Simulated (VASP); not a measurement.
BaBi: single point with PBE

The system is BaBi.

```
CELL_PARAMETERS angstrom
3.06082 1.76717 2.49824
-3.06082 1.76717 2.49824
0.00000 -3.53434 2.49824
ATOMIC_POSITIONS crystal
Ba 0.00000 0.00000 0.00000
Bi 0.50000 0.50000 0.50000
```

| Quantity | Value |
| --- | --- |
| Program | VASP 6.6.1 |
| Task | single point |
| Functional | PBE |
| Potentials or basis | VASP PAW PBE potentials, release 64 (Ba_sv, Bi_d) |
| Cutoff | 520 eV |
| k mesh | 12 × 12 × 12 |
| Occupations | gaussian, width 0.1 eV |
| Spin | no spin polarisation |
| Dipole correction | no |
| Further INCAR settings | ALGO = Fast; EDIFF = 1e-06; NBANDS = 20 |

The pressure is 0.2 GPa. The band gap on the k mesh is zero (an odd number of electrons rules out a gap without spin polarisation).

Levels at points of the mesh, in eV from the Fermi level:
```tsv
k point	band 10	band 11	band 12	band 13	band 14	band 15	band 16	band 17
(0.00, 0.00, 0.00)	-10.42	0.62	0.62	0.62	0.69	0.69	2.02	4.39
(0.50, 0.00, 0.00)	-9.67	-3.07	-0.10	-0.10	1.33	4.60	4.63	4.96
(0.50, 0.50, 0.00)	-9.82	-1.50	-1.50	0.85	1.22	2.40	2.86	2.86
(0.50, 0.50, 0.50)	-9.44	-2.44	-2.44	-2.44	4.55	4.55	4.56	6.04
```

Wall time 3.9 min on 1 thread of Oxide Virtual Turin-like Processor, on a shared host, peak memory 0.39 GiB.

Caveat: spin-orbit coupling is left out, which moves the levels of the heavy elements.
